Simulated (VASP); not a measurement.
Write the native input for VASP 6.6.1 that does the following.

```yaml
Task: relaxation of cell and atoms
Functional: PBE
Potentials_or_basis: VASP PAW PBE potentials, release 64 (Tm_3, B, F), 4f in core
Cutoff: 600 eV
k_mesh: 4 × 8 × 8
Occupations: gaussian, width 0.1 eV
Spin: no spin polarisation
Dipole_correction: no
Further_INCAR_settings: ALGO = Normal; EDIFF = 1e-07; IBRION = 2; EDIFFG = -0.01; NSW = 100; ISIF = 3
```

The structure of Tm3BF lies in POSCAR:

```
Tm3BF
1.0
    9.9047003821      0.0000000000      0.0000000000
    0.0000000000      3.5244934981      3.5236807470
    0.0000000000     -3.5244934981      3.5236807470
Tm B F
6 2 2
Direct
    0.4881413069      0.5503812354      0.0485758118
    0.0118586931      0.5503812354      0.0485758118
    0.5118586931      0.0485758118      0.5503812354
    0.9881413069      0.0485758118      0.5503812354
    0.7500000000      0.5430413287      0.5479974590
    0.2500000000      0.5479974590      0.5430413287
    0.5000000000      0.5505739235      0.5505739235
    0.0000000000      0.5505739235      0.5505739235
    0.2500000000      0.5482735332      0.0613222617
    0.7500000000      0.0613222617      0.5482735332
```

These files were run (other wordings do the same):

INCAR

```
PREC     = Accurate       # precision mode
ENCUT    = 600            # plane-wave cutoff, eV
EDIFF    = 1E-7           # SCF threshold, eV
ISMEAR   = 0              # smearing method
SIGMA    = 0.1            # smearing width, eV
LREAL    = False          # projectors in reciprocal space
LASPH    = True           # aspherical terms in the spheres
NELM     = 200            # most SCF steps
ALGO     = Normal         # electronic algorithm
ISIF     = 3              # what is computed and relaxed
LWAVE    = False          # write WAVECAR
LCHARG   = False          # write CHGCAR
GGA      = PE             # functional
IBRION   = 2              # ionic algorithm
NSW      = 100            # ionic steps
EDIFFG   = -0.01          # ionic threshold
GGA_COMPAT= False        
NELMIN   = 4            
LMAXMIX  = 6              # l up to which the mixer works
KPAR     = 4
```

KPOINTS

```
regular mesh
0
Gamma
  4 8 8
```

Potentials or basis: VASP PAW PBE potentials, release 64 (Tm_3, B, F), 4f in core.

The run is started by

```bash
$ cat potpaw_PBE.64/Tm_3/POTCAR potpaw_PBE.64/B/POTCAR potpaw_PBE.64/F/POTCAR > POTCAR
$ mpirun -np 4 vasp_std > vasp.out
```

Results of the run:

```json
{
  "Relaxed volume": "24.78 Å³/atom",
  "Relaxed cell": "a = 9.962 Å, b = 4.988 Å, c = 4.988 Å, α = 90.00°, β = 90.00°, γ = 90.00°",
  "Space group after relaxing (to 0.1 Å)": "P4_2/mmc (No. 131)",
  "Energy gained by relaxing": "0.7 meV/atom",
  "Ionic steps": "16",
  "Pressure after relaxing": "0.0 GPa",
  "Largest force after relaxing": "0.010 eV/Å",
  "Band gap on the k mesh": "zero (bands 37 and 38 overlap by 0.67 eV)"
}
```

Caveat: spin-orbit coupling is left out, which moves the levels of the heavy elements; the 4f electrons are frozen in the core, so they carry no moment and show no levels; the run has no spin polarisation, though such a crystal can be magnetic.

It took 27 min on 4 MPI ranks on Intel(R) Xeon(R) 6975P-C (Granite Rapids), on a shared host, peak memory 0.84 GiB a rank.
